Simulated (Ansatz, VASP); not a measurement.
**TaN in VASP and in Ansatz**

```
Ta N
1.0
     2.97491    0.00000    0.00000
    -1.48746    2.57635    0.00000
     0.00000    0.00000    2.92286
Ta N
1 1
Direct
  0.33333 0.66667 0.50000
  0.00000 0.00000 0.00000
```

Alike in both runs: functional r2SCAN; k mesh 13 × 13 × 12; occupations fermi-dirac, width 0.1 eV; no spin polarisation.

Ansatz relaxed the structure, and its values are those at the end. VASP's run is a single point on that final structure, the one shown.

|  | VASP | Ansatz |
| --- | --- | --- |
| version | VASP 6.6.1 | Ansatz 0.2.0 |
| potentials or method | VASP PAW PBE potentials, release 64 (Ta_pv, N), cutoff 520 eV | PAW plane waves |
| valence electrons in the cell | 16 | 18 |

```tsv
	VASP	Ansatz	Ansatz less VASP
pressure (GPa)	-11.7	-13.0	-1.33
```

VASP's potentials were made for PBE, not for r2SCAN. VASP's potentials hold 16 valence electrons a cell and Ansatz's 18, so a difference there can come from the potentials and not from the codes. Ansatz's warnings: stress scf threshold loose.

Spin-orbit coupling is off throughout.
